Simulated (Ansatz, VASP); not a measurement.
# Two plane-wave programs on WC

```
W C
1.0
     2.72389    0.00000    0.00000
     0.00000    2.72389    0.00000
     0.00000    0.00000    2.72389
W C
1 1
Direct
  0.50000 0.50000 0.50000
  0.00000 0.00000 0.00000
```

Change from the starting cell: species swapped into the CuPd type (Pm-3m, No. 221).

Alike in both runs: functional PBE; k mesh 6 × 6 × 6; occupations gaussian, width 0.1 eV; no spin polarisation.

Ansatz relaxed the structure, and its values are those at the end. VASP's run is a single point on that final structure, the one shown.

|  | VASP | Ansatz |
| --- | --- | --- |
| version | VASP 6.6.1 | Ansatz 0.2.0 |
| potentials or method | VASP PAW PBE potentials, release 64 (W_sv, C_h), cutoff 1300 eV | scalar-relativistic, plane waves, PAW |
| valence electrons in the cell | 18 | 18 |

|  | VASP | Ansatz | Ansatz less VASP |
| --- | --- | --- | --- |
| gap on the k mesh at the Fermi level (eV) | none | none | - |
| pressure (GPa) | 1.0 | -0.2 | -1.29 |

A gap of «none» marks a metal or a gap that the smearing closes. The functional is the same, so the differences come from potentials, cutoffs and numerics.

The k mesh is coarse, so the values compare programs but aren't converged. Spin-orbit coupling is off throughout.
